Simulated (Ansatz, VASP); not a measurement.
## One calculation of MgS, two programs

The input INCAR:

```
ALGO = Normal ; EDIFF = 1E-7
ENCUT = 520 ; GGA = PS
ISIF = 2 ; ISMEAR = 0
LASPH = True ; LCHARG = False
LREAL = False ; LWAVE = False
NBANDS = 16 ; NELM = 60
PREC = Accurate ; SIGMA = 0.05
```

File KPOINTS:

```
k-points
0
Gamma
  6 6 4
```

POSCAR

```
MgS
1.0
    3.8732375105      0.0000000000      0.0000000000
   -1.9366187553      3.3543220790      0.0000000000
    0.0000000000      0.0000000000      6.9468777144
Mg S
2 2
Direct
    0.6666666667      0.3333333333      0.4957548500
    0.3333333333      0.6666666667      0.9957548500
    0.3333333333      0.6666666667      0.3792441500
    0.6666666667      0.3333333333      0.8792441500
```

Input for Ansatz:

```yaml
crystal:
  lattice:
    - [3.8732375105, 0.0, 0.0]
    - [-1.9366187553, 3.354322079, 0.0]
    - [0.0, 0.0, 6.9468777144]
  atoms:
    - { symbol: Mg, position: [0.6666666667, 0.3333333333, 0.49575485] }
    - { symbol: Mg, position: [0.3333333333, 0.6666666667, 0.99575485] }
    - { symbol: S, position: [0.3333333333, 0.6666666667, 0.37924415] }
    - { symbol: S, position: [0.6666666667, 0.3333333333, 0.87924415] }
basis:
  ecutwfc: 420
kpoints:
  mp_grid: { grid: [6, 6, 4] }
hamiltonian:
  xc: pbesol
scf:
  occupations: { method: gaussian, width: 0.05 }
output:
  forces: true
  stress: true
  eigenvalues: true
```

Change from the starting cell: strain -0.040 along x and y, +0.080 along z, atoms carried along.

Alike in both runs: task single point; functional PBEsol; k mesh 6 × 6 × 4; occupations gaussian, width 0.05 eV; no spin polarisation.

|  | VASP | Ansatz |
| --- | --- | --- |
| version | VASP 6.6.1 | Ansatz 0.2.0 |
| potentials or method | VASP PAW PBE potentials, release 64 (Mg, S), cutoff 520 eV | scalar-relativistic, plane waves, PAW |
| valence electrons in the cell | 16 | 32 |

```tsv
	VASP	Ansatz	Ansatz less VASP
gap on the k mesh at the Fermi level (eV)	3.18	3.18	0.000
least direct gap on the mesh (eV)	3.18	3.18	0.000
pressure (GPa)	1.2	1.3	+0.07
traceless stress, the component that is largest in VASP (GPa)	-6.82	-6.79	+0.028
rms of the force components (eV/Å)	0.375	0.374	-0.0008
```

VASP's potentials were made for PBE, not for PBEsol. Atom by atom the forces differ by 0.001 eV/Å (rms over components). The functional is the same, so the differences come from potentials, cutoffs and numerics. VASP's potentials hold 16 valence electrons a cell and Ansatz's 32, so a difference there can come from the potentials and not from the codes.
